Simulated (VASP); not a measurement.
# YF (P6_3mc) in VASP: a series of runs

YF is run at these levels: PBE; tasks: single point, relaxation of cell and atoms.

All numbers are computed with VASP 6.6.1; they aren't measurements. Logs are shortened: lines on timing, memory, paths and dates and some standing lists are left out, and cuts for length are marked.

**1. The cell of the first run**

Symmetry: P6_3mc, No. 186, hexagonal system. Conventional cell: a = 3.713 Å, b = 3.713 Å, c = 6.109 Å, α = 90.00°, β = 90.00°, γ = 120.00°. Within 3.0 Å of Y (site symmetry 3m) lie 4 F at 2.28 Å. F (site symmetry 3m) has 4 Y at 2.28 Å within 3.0 Å.

**2. Single point, PBE**

INCAR

```
SYSTEM = YF
ALGO = Normal
EDIFF = 1E-7
ENCUT = 520
GGA = PE
ISIF = 2
ISMEAR = 0
LASPH = .TRUE.
LCHARG = .FALSE.
LREAL = .FALSE.
LWAVE = .FALSE.
NBANDS = 26
NELM = 80
PREC = Accurate
SIGMA = 0.1
```

KPOINTS

```
k-points
0
G
  6 6 4
  0 0 0
```

POSCAR

```
YF
1.0
    3.7130000000      0.0000000000      0.0000000000
   -1.8565000000      3.2155523200      0.0000000000
    0.0000000000      0.0000000000      6.1090502100
Y F
2 2
Direct
    0.3333333300      0.6666666700      0.3731349300
    0.6666666700      0.3333333300      0.8731349300
    0.3333333300      0.6666666700      0.0000000000
    0.6666666700      0.3333333300      0.5000000000
```

Potentials or basis: VASP PAW PBE potentials, release 64 (Y_sv, F).

Started as:

```sh
> cat potpaw_PBE.64/Y_sv/POTCAR potpaw_PBE.64/F/POTCAR > POTCAR
> mpirun -np 1 vasp_std > vasp.out
```

OUTCAR:

```text
SYSTEM = YF
   EDIFF = 1E-7
   ENCUT = 520
   GGA = PE
   ISIF = 2
   ISMEAR = 0
   LASPH = .TRUE.
   LREAL = .FALSE.
   NELM = 80
   PREC = Accurate

 ion  position               nearest neighbor table
   1  0.333  0.667  0.373-   4 2.28   4 2.28   3 2.28   4 2.28   2 3.73   2 3.73   2 3.73   2 3.73
                             2 3.73   2 3.73
   2  0.667  0.333  0.873-   3 2.28   3 2.28   4 2.28   3 2.28   1 3.73   1 3.73   1 3.73   1 3.73
                             1 3.73   1 3.73
   3  0.333  0.667  0.000-   2 2.28   2 2.28   1 2.28   2 2.28
   4  0.667  0.333  0.500-   1 2.28   1 2.28   2 2.28   1 2.28

  LATTYP: Found a hexagonal cell.
 ALAT       =     3.7130000000
 C/A-ratio  =     1.6453138190

  Lattice vectors:

 A1 = (   3.7130000000,   0.0000000000,   0.0000000000)
 A2 = (  -1.8565000000,   3.2155523200,   0.0000000000)
 A3 = (   0.0000000000,   0.0000000000,   6.1090502100)

Analysis of symmetry for initial positions (statically):
=====================================================================
 Subroutine PRICEL returns:
 Original cell was already a primitive cell.

 Routine SETGRP: Setting up the symmetry group for a
 hexagonal supercell.

 Subroutine GETGRP returns: Found 12 space group operations
 (whereof  6 operations were pure point group operations)
 out of a pool of 24 trial point group operations.

The static configuration has the point symmetry C_3v.
 The point group associated with its full space group is C_6v.

Analysis of symmetry for dynamics (positions and initial velocities):
=====================================================================
 Subroutine PRICEL returns:
 Original cell was already a primitive cell.

 Routine SETGRP: Setting up the symmetry group for a
 hexagonal supercell.

 Subroutine GETGRP returns: Found 12 space group operations
 (whereof  6 operations were pure point group operations)
 out of a pool of 24 trial point group operations.

The dynamic configuration has the point symmetry C_3v.
 The point group associated with its full space group is C_6v.

 Subroutine INISYM returns: Found 12 space group operations
 (whereof  6 operations are pure point group operations),
 and found     1 'primitive' translations

----------------------------------------------------------------------------------------

                                     Primitive cell

  volume of cell :      72.9381

  direct lattice vectors                    reciprocal lattice vectors
     3.713000000  0.000000000  0.000000000     0.269323997  0.155494282  0.000000000
    -1.856500000  3.215552320  0.000000000     0.000000000  0.310988564  0.000000000
     0.000000000  0.000000000  6.109050210     0.000000000  0.000000000  0.163691567

  length of vectors
     3.713000000  3.712999996  6.109050210     0.310988564  0.310988564  0.163691567

  position of ions in fractional coordinates (direct lattice)
     0.333333330  0.666666670  0.373134930
     0.666666670  0.333333330  0.873134930
     0.333333330  0.666666670  0.000000000
     0.666666670  0.333333330  0.500000000

  ion indices of the primitive-cell ions
   primitive index   ion index
                 1           1
                 2           2
                 3           3
                 4           4

----------------------------------------------------------------------------------------

 KPOINTS: k-points

Automatic generation of k-mesh.
 Grid dimensions read from file:
 generate k-points for:    6    6    4

 Generating k-lattice:

  Cartesian coordinates                     Fractional coordinates (reciprocal lattice)
     0.044887333  0.025915714  0.000000000     0.166666667  0.000000000  0.000000000
     0.000000000  0.051831427  0.000000000     0.000000000  0.166666667  0.000000000
     0.000000000  0.000000000  0.040922892     0.000000000  0.000000000  0.250000000

  Length of vectors
     0.051831427  0.051831427  0.040922892

  Shift w.r.t. Gamma in fractional coordinates (k-lattice)
     0.000000000  0.000000000  0.000000000

 Subroutine IBZKPT returns following result:
 ===========================================

 Found     21 irreducible k-points:

 Following reciprocal coordinates:
            Coordinates               Weight
  0.000000  0.000000  0.000000      1.000000
  0.166667  0.000000  0.000000      6.000000
  0.333333  0.000000  0.000000      6.000000
  0.500000  0.000000  0.000000      3.000000
  0.166667  0.166667  0.000000      6.000000
  0.333333  0.166667  0.000000     12.000000
[... 13 lines left out ...]
  0.333333  0.166667  0.500000     12.000000
  0.333333  0.333333  0.500000      2.000000
   k-points           NKPTS =     21   k-points in BZ     NKDIM =     21   number of bands    NBANDS=     26
   number of dos      NEDOS =    301   number of ions     NIONS =      4
   total plane-waves  NPLWV =  37632
   dimension x,y,z NGX =    28 NGY =   28 NGZ =   48
   dimension x,y,z NGXF=    56 NGYF=   56 NGZF=   96
   ions per type =               2   2
   NGX,Y,Z   is equivalent  to a cutoff of  12.54, 12.54, 13.06 a.u.
   NGXF,Y,Z  is equivalent  to a cutoff of  25.07, 25.07, 26.12 a.u.
 SYSTEM =  YF
   PREC   = accura    normal or accurate (medium, high low for compatibility)
   ISTART =      0    job   : 0-new  1-cont  2-samecut
   ICHARG =      2    charge: 1-file 2-atom 10-const
   ISPIN  =      1    spin polarized calculation?
   LNONCOLLINEAR =      F non collinear calculations
   LSORBIT =      F    spin-orbit coupling
   LASPH  =      T    aspherical Exc in radial PAW
   ENCUT  =  520.0 eV  38.22 Ry    6.18 a.u.   6.90  6.90 11.36*2*pi/ulx,y,z
   NELM   =     80;   NELMIN=  2; NELMDL= -5     # of ELM steps
   EDIFF  = 0.1E-06   stopping-criterion for ELM
   LREAL  =      F    real-space projection
   EDIFFG = 0.1E-05   stopping-criterion for IOM
   NSW    =      0    number of steps for IOM
   IBRION =     -1    ionic relax: 0-MD 1-quasi-New 2-CG
   NFREE  =      0    steps in history (QN), initial steepest desc. (CG)
   ISIF   =      2    stress and relaxation
   ISYM   =      2    0-nonsym 1-usesym 2-fastsym
   POTIM  = 0.5000    time-step for ionic-motion
   TEBEG  =    0.0;   TEEND  =   0.0 temperature during run
   PSTRESS=    0.0 pullay stress
   NELECT =      36.0000    total number of electrons
   NUPDOWN=      -1.0000    fix difference up-down
   EMIN   =  10.00;   EMAX   =-10.00  energy-range for DOS
   EFERMI =   0.00;   METHOD = LEGACY
   ISMEAR =     0;   SIGMA  =   0.10  broadening in eV -4-tet -1-fermi 0-gaus
   EFERMI_NEDOS =   21; number of points for ismear=-14 and -15
   IALGO  =     38    algorithm
   IMIX   =      4    mixing-type and parameters
     AMIX     =   0.40;   BMIX     =  1.00
     AMIX_MAG =   1.60;   BMIX_MAG =  1.00
  volume/ion in A,a.u.               =      18.23       123.05
  Fermi-wavevector in a.u.,A,eV,Ry     =   1.293772  2.444874 22.774041  1.673845
  Thomas-Fermi vector in A             =   2.425396
   LORBIT       =      0    0 simple, 1 ext, 2 COOP (PROOUT), +10 PAW based schemes
   GGA     = PE    functional components
   LHFCALC =     F    Hartree Fock is set to
   AEXX    =    0.0000 exact exchange contribution
   IVDW    =     0    specifies the selected vdW correction
   LEPSILON=     F    determine dielectric tensor
   LRPA    =     F    only Hartree local field effects (RPA)
 non-spin polarized calculation
 Gauss-broadening in eV      SIGMA  =   0.10
  energy-cutoff  :      520.00
  volume of cell :       72.94
 maximum number of plane-waves:      1977
 NGX is ok and might be reduce to    28
   NGX = 13   NGY = 13   NGZ = 23

 number of electron      36.0000015 magnetization

 Free energy of the ion-electron system (eV)
  ---------------------------------------------------
  ext. energy  EPLUGINS =         0.00000000
  ---------------------------------------------------
  free energy    TOTEN  =       -25.09860211 eV

  energy without entropy =      -25.08673990  energy(sigma->0) =      -25.09267101

 E-fermi :   4.5981     XC(G=0): -10.1184

 val. band max:        4.5239395953   @ k =   0.0000   0.0000   0.0000
 cond. band min:       4.6038641562   @ k =   0.3333   0.0000   0.0000
 fundamental gap:      0.0799245609
 Fermi energy:         4.5981187945

 k-point     1 :       0.0000    0.0000    0.0000
  band No.  band energies     occupation
      1     -38.8902      2.00000
      2     -38.8294      2.00000
      3     -22.7166      2.00000
      4     -22.1667      2.00000
      5     -18.7639      2.00000
      6     -18.7639      2.00000
[... 18 lines left out ...]
     25       8.1134      0.00000
     26       8.1134      0.00000

 k-point     2 :       0.1667    0.0000    0.0000
  band No.  band energies     occupation
      1     -38.8761      2.00000
      2     -38.8225      2.00000
      3     -22.7549      2.00000
      4     -22.2998      2.00000
      5     -18.9369      2.00000
      6     -18.7960      2.00000
[... 18 lines left out ...]
     25       8.4785      0.00000
     26       8.7028      0.00000

 k-point     3 :       0.3333    0.0000    0.0000
  band No.  band energies     occupation
      1     -38.8458      2.00000
      2     -38.8107      2.00000
      3     -22.8244      2.00000
      4     -22.5589      2.00000
      5     -19.0544      2.00000
      6     -18.8573      2.00000
[... 18 lines left out ...]
     25       8.9389      0.00000
     26       9.1552      0.00000

 k-point     4 :       0.5000    0.0000    0.0000
  band No.  band energies     occupation
      1     -38.8278      2.00000
      2     -38.8077      2.00000
      3     -22.8451      2.00000
      4     -22.6967      2.00000
      5     -19.0543      2.00000
      6     -18.8868      2.00000
[... 18 lines left out ...]
     25       8.8381      0.00000
     26       9.3942      0.00000
[... 409 lines left out ...]
      1     -38.8336      2.00000
      2     -38.8336      2.00000
      3     -22.6637      2.00000
      4     -22.6637      2.00000
      5     -18.8719      2.00000
      6     -18.8719      2.00000
[... 18 lines left out ...]
     25       8.8676      0.00000
     26       8.8708      0.00000

 k-point    20 :       0.3333    0.1667    0.5000
  band No.  band energies     occupation
      1     -38.8177      2.00000
      2     -38.8177      2.00000
      3     -22.7792      2.00000
      4     -22.7792      2.00000
      5     -18.9173      2.00000
      6     -18.9173      2.00000
[... 18 lines left out ...]
     25       8.9186      0.00000
     26       8.9186      0.00000

 k-point    21 :       0.3333    0.3333    0.5000
  band No.  band energies     occupation
      1     -38.8124      2.00000
      2     -38.8124      2.00000
      3     -22.8126      2.00000
      4     -22.8126      2.00000
      5     -18.9832      2.00000
      6     -18.9832      2.00000
[... 18 lines left out ...]
     25       8.7409      0.00000
     26       8.7409      0.00000

------------------------ aborting loop because EDIFF is reached ----------------------------------------

  FORCE on cell =-STRESS in cart. coord.  units (eV):
  Direction    XX          YY          ZZ          XY          YZ          ZX
  --------------------------------------------------------------------------------------
  -------------------------------------------------------------------------------------
  Total        5.3532524      5.3532524      4.6385141     -0.0000000     -0.0000000      0.0000000
  in kB      117.5909984    117.5909981    101.8908619     -0.0000000     -0.0000000      0.0000000
  external PRESSURE =     112.3576195 kB  Pullay stress =       0.0000000 kB

 VOLUME and BASIS-vectors are now :
 -----------------------------------------------------------------------------
  energy-cutoff  :      520.00
  volume of cell :       72.94
      direct lattice vectors                 reciprocal lattice vectors
     3.713000000  0.000000000  0.000000000     0.269323997  0.155494282  0.000000000
    -1.856500000  3.215552320  0.000000000     0.000000000  0.310988564  0.000000000
     0.000000000  0.000000000  6.109050210     0.000000000  0.000000000  0.163691567

 POSITION                                       TOTAL-FORCE (eV/Angst)
 -----------------------------------------------------------------------------------
     -0.00000      2.14370      2.27950        -0.000000     -0.000000     -0.056007
      1.85650      1.07185      5.33403         0.000000      0.000000     -0.056007
     -0.00000      2.14370      0.00000        -0.000000      0.000000      0.056007
      1.85650      1.07185      3.05453         0.000000     -0.000000      0.056007
 -----------------------------------------------------------------------------------
    total drift:                                0.000009     -0.000005     -0.000281

  FREE ENERGIE OF THE ION-ELECTRON SYSTEM (eV)
  ---------------------------------------------------
  free  energy   TOTEN  =       -25.0986021127 eV

  energy  without entropy=      -25.0867399018  energy(sigma->0) =      -25.09267101
```

Wall time 26 s (1 thread of AMD EPYC 9R45 (Zen 5), shared host); peak memory 0.18 GiB.

What came out:

```yaml
Free_energy: -25.0986 eV
Pressure: 11.2 GPa
Largest_force: 0.056 eV/Å
Band_gap_on_the_k_mesh: zero (band 18 reaches 4.82 eV, above the bottom of band 19 at 4.60 eV)
```

Forces on the atoms (eV/Å):
```
Y    0.000  0.000 -0.056
Y    0.000  0.000 -0.056
F    0.000  0.000  0.056
F    0.000  0.000  0.056
```

Levels at points of the mesh, in eV from the Fermi level:
```tsv
k point	band 16	band 17	band 18	band 19	band 20	band 21
(0.00, 0.00, 0.00)	-8.42	-2.68	-0.07	1.48	1.48	2.61
(0.50, 0.00, 0.00)	-8.06	-0.50	-0.34	0.32	0.75	2.05
(0.00, 0.00, 0.50)	-8.56	-1.25	-1.25	2.29	2.29	2.29
(0.50, 0.00, 0.50)	-8.22	-0.14	-0.14	0.71	0.71	2.88
```

**3. Single point, PBE**

This run uses another cell than the first one, of 20.72 Å³/atom, 1.136 times its volume.

INCAR

```
SYSTEM = YF
PREC = Accurate
ENCUT = 520
EDIFF = 1E-6
ISMEAR = 0
SIGMA = 0.1
LREAL = .False.
LASPH = .True.
NELM = 80
ALGO = Normal
ISIF = 2
LWAVE = .False.
LCHARG = .False.
GGA = PE
NBANDS = 26
```

KPOINTS

```
Automatic mesh
0
Gamma
  6 6 4
  0 0 0
```

POSCAR

```
YF
1.0
    3.8721495935      0.0000000000      0.0000000000
   -1.9360747967      3.3533799152      0.0000000000
    0.0000000000      0.0000000000      6.3813759478
Y F
2 2
Direct
    0.3333333333      0.6666666667      0.3725097604
    0.6666666667      0.3333333333      0.8725097604
    0.3333333333      0.6666666667      0.0006251696
    0.6666666667      0.3333333333      0.5006251696
```

Potentials or basis: VASP PAW PBE potentials, release 64 (Y_sv, F).

Started as:

```sh
> cat potpaw_PBE.64/Y_sv/POTCAR potpaw_PBE.64/F/POTCAR > POTCAR
> mpirun -np 1 vasp_std > vasp.out
```

It took 27 s on 1 thread of AMD EPYC 9R45 (Zen 5), shared host; peak memory 0.19 GiB.

It converged, with:

| Property | Result |
| --- | --- |
| Free energy | -25.4215 eV |
| Pressure | 0.0 GPa |
| Largest force | 0.023 eV/Å |
| Band gap on the k mesh | zero (band 18 reaches 4.02 eV, above the bottom of band 19 at 3.82 eV) |

Forces on the atoms (eV/Å):
```
Y    0.000  0.000 -0.023
Y    0.000  0.000 -0.023
F    0.000  0.000  0.023
F    0.000  0.000  0.023
```

Stress tensor (GPa, compression positive):
```
 0.05  0.00  0.00
 0.00  0.05  0.00
 0.00  0.00 -0.04
```

Levels at points of the mesh, in eV from the Fermi level:
| k point | band 15 | band 16 | band 17 | band 18 | band 19 | band 20 | band 21 | band 22 |
| --- | --- | --- | --- | --- | --- | --- | --- | --- |
| (0.00, 0.00, 0.00) | -7.84 | -7.84 | -2.69 | -0.18 | 1.35 | 1.35 | 2.17 | 2.63 |
| (0.50, 0.00, 0.00) | -7.69 | -7.60 | -0.40 | -0.30 | 0.28 | 0.54 | 1.82 | 2.09 |
| (0.00, 0.00, 0.50) | -7.94 | -7.94 | -1.38 | -1.38 | 2.01 | 2.01 | 2.01 | 2.01 |
| (0.50, 0.00, 0.50) | -7.73 | -7.73 | -0.14 | -0.14 | 0.59 | 0.59 | 2.52 | 2.52 |

[end of part 1 of 2]
